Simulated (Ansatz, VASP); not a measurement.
**HfWS4: VASP beside Ansatz**

Contents of INCAR:

```
ALGO = Normal
EDIFF = 1E-6
EDIFFG = -0.04
ENCUT = 600
GGA = PE
IBRION = 2
ISIF = 3
ISMEAR = 0
LASPH = T
LCHARG = F
LREAL = F
LWAVE = F
NELM = 80
NSW = 90
PREC = Accurate
SIGMA = 0.1
```

The input KPOINTS:

```
k-points
0
Gamma
  4 4 4
```

File POSCAR:

```
HfWS4
1.0
    5.4310295800      0.0000000000      0.0000000000
    0.0000000000      5.4310295800      0.0000000000
    0.0000000000      0.0000000000      5.4310295800
Hf W S
1 1 4
Direct
    0.0000000000      0.0000000000      0.0000000000
    0.5000000000      0.5000000000      0.5000000000
    0.7306612600      0.7306612600      0.7306612600
    0.2693387400      0.2693387400      0.7306612600
    0.2693387400      0.7306612600      0.2693387400
    0.7306612600      0.2693387400      0.2693387400
```

Input for Ansatz:

```yaml
crystal:
  lattice:
    - [5.43102958, 0.0, 0.0]
    - [0.0, 5.43102958, 0.0]
    - [0.0, 0.0, 5.43102958]
  atoms:
    - { symbol: Hf, position: [0.0, 0.0, 0.0] }
    - { symbol: W, position: [0.5, 0.5, 0.5] }
    - { symbol: S, position: [0.73066126, 0.73066126, 0.73066126] }
    - { symbol: S, position: [0.26933874, 0.26933874, 0.73066126] }
    - { symbol: S, position: [0.26933874, 0.73066126, 0.26933874] }
    - { symbol: S, position: [0.73066126, 0.26933874, 0.26933874] }
basis:
  ecutwfc: 420
kpoints:
  mp_grid: { grid: [4, 4, 4] }
hamiltonian:
  xc: pbe
scf:
  occupations: { method: gaussian, width: 0.1 }
  lower_state_search: "off"
output:
  forces: true
  stress: true
  eigenvalues: true
relax:
  adjacent_minimum: "off"
  f_tol: 0.04
  max_steps: 70
  cell: { stress_tol: 0.4 }
```

Alike in both runs: task relaxation of cell and atoms; functional PBE; k mesh 4 × 4 × 4; occupations gaussian, width 0.1 eV; no spin polarisation.

```csv
,VASP,Ansatz
version,VASP 6.6.1,Ansatz 0.2.0
potentials or method,"VASP PAW PBE potentials, release 64 (Hf_pv, W_sv, S), cutoff 600 eV","scalar-relativistic, plane waves, PAW"
valence electrons in the cell,48,64
```

|  | VASP | Ansatz | Ansatz less VASP |
| --- | --- | --- | --- |
| gap on the k mesh at the Fermi level, each at its own relaxed structure (eV) | none | none | - |
| relaxed volume (Å³/atom) | 25.35 | 25.45 | +0.095 |
| relaxed cell length with the largest relative difference (Å) | 5.338 | 5.345 | +0.0067 |

A gap of «none» marks a metal or a gap that the smearing closes. VASP's potentials hold 48 valence electrons a cell and Ansatz's 64, so a difference there can come from the potentials and not from the codes.

Neither program's run includes spin-orbit coupling. Noted on VASP's run: too few bands were computed for a metal, which touches its energy and stress.
